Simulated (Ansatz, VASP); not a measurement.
Given: the input of a run of Ansatz 0.2.0 on FePt.

Contents of input.yaml:

```yaml
crystal:
  lattice:
    - [2.7235, 0.0, 0.0]
    - [0.0, 2.7235, 0.0]
    - [0.0, 0.0, 3.72]
  atoms:
    - { symbol: Pt, position: [0.5, 0.5, 0.5] }
    - { symbol: Fe, position: [0.0, 0.0, 0.0], spin: 3.0 }
kpoints:
  mp_grid: { grid: [10, 10, 7] }
scf:
  occupations: { method: gaussian, width: 0.024 }
hamiltonian:
  xc: pbe
  pseudopotentials: { kind: all_electron, lapw: { basis_error: 0.001 } }
magnetization:
  spin_polarized: true
output:
  forces: true
  stress: true
  eigenvalues: true
```

Potentials or basis: all-electron LAPW, scalar-relativistic.

Command:

```sh
$ ansatz run input.yaml --threads 2 --pin off --max-ram 6144MiB --backend cpu --events-out ev --progress --plain --runs-dir out
```

Translate it to VASP 6.6.1. Potentials there: VASP PAW PBE potentials, release 64 (Pt, Fe).

As run (the cutoff follows the program's own potentials):

INCAR

```
SYSTEM = FePt
PREC = Accurate ; ENCUT = 520
EDIFF = 1E-7 ; ISMEAR = 0
SIGMA = 0.024 ; LREAL = .False.
LASPH = .True. ; NELM = 150
ALGO = Normal ; ISIF = 2
LWAVE = .False. ; LCHARG = .False.
ISPIN = 2 ; MAGMOM = 0 3
LORBIT = 11 ; LMAXMIX = 4
GGA = PE ; NBANDS = 20
```

The input KPOINTS:

```
Automatic mesh
0
Gamma
  10 10 7
  0 0 0
```

The input POSCAR:

```
FePt
1.0
    2.7235000000      0.0000000000      0.0000000000
    0.0000000000      2.7235000000      0.0000000000
    0.0000000000      0.0000000000      3.7200000000
Pt Fe
1 1
Direct
    0.5000000000      0.5000000000      0.5000000000
    0.0000000000      0.0000000000      0.0000000000
```

Potentials or basis: VASP PAW PBE potentials, release 64 (Pt, Fe).

Run with:

```bash
$ cat potpaw_PBE.64/Pt/POTCAR potpaw_PBE.64/Fe/POTCAR > POTCAR
$ mpirun -np 1 vasp_std > vasp.out
```

Both were run:

|  | VASP | Ansatz | Ansatz less VASP |
| --- | --- | --- | --- |
| gap on the k mesh at the Fermi level (eV) | none | none | - |
| pressure (GPa) | 2.9 | 3.3 | +0.47 |
| traceless stress, the component that is largest in VASP (GPa) | 0.35 | 0.27 | -0.079 |
| net moment per atom (μB) | 1.63 | 1.64 | +0.009 |
| size of the moment on the site where the two differ most (μB) | 2.91 | 2.97 | +0.055 |

Site moments also hang on the region over which each program counts them. A gap of «none» marks a metal or a gap that the smearing closes. Ansatz ran all-electron here, and VASP with PAW potentials.

Neither program's run includes spin-orbit coupling.
